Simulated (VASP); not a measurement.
Wanted: the native input for a VASP 6.6.1 run.

| Property | Result |
| --- | --- |
| Task | single point |
| Functional | PBE |
| Potentials or basis | VASP PAW PBE potentials, release 64 (Na_pv, H) |
| Cutoff | 520 eV |
| k mesh | 6 × 6 × 6 |
| Occupations | gaussian, width 0.01 eV |
| Spin | no spin polarisation |
| Dipole correction | no |
| Further INCAR settings | ALGO = Normal; EDIFF = 1e-06; NBANDS = 11 |

The structure of NaH lies in POSCAR:

```
NaH
1.0
    0.0000000000      2.3975122889      2.3975122889
    2.3975122889      0.0000000000      2.3975122889
    2.3975122889      2.3975122889      0.0000000000
Na H
1 1
Direct
    0.0000000000      0.0000000000      0.0000000000
    0.5000000000      0.5000000000      0.5000000000
```

One way to write it, as run:

INCAR

```
PREC     = Accurate       # precision mode
ENCUT    = 520            # plane-wave cutoff, eV
EDIFF    = 1E-6           # SCF threshold, eV
ISMEAR   = 0              # smearing method
SIGMA    = 0.01           # smearing width, eV
LREAL    = F              # projectors in reciprocal space
LASPH    = T              # aspherical terms in the spheres
NELM     = 80             # most SCF steps
ALGO     = Normal         # electronic algorithm
ISIF     = 2              # what is computed and relaxed
LWAVE    = F              # write WAVECAR
LCHARG   = F              # write CHGCAR
GGA      = PE             # functional
NBANDS   = 11             # bands
```

KPOINTS

```
Automatic mesh
0
Gamma
  6 6 6
```

Potentials or basis: VASP PAW PBE potentials, release 64 (Na_pv, H).

Command:

```sh
$ cat potpaw_PBE.64/Na_pv/POTCAR potpaw_PBE.64/H/POTCAR > POTCAR
$ mpirun -np 1 vasp_std > vasp.out
```

Results of the run:

| Item | Value |
| --- | --- |
| Pressure | 0.5 GPa |
| Band gap on the k mesh | 3.85 eV, indirect (least direct gap 4.67 eV) |

Run time: 6.2 s on 1 thread of Intel(R) Xeon(R) Platinum 8488C (Sapphire Rapids), on a shared host, peak memory 0.14 GiB.
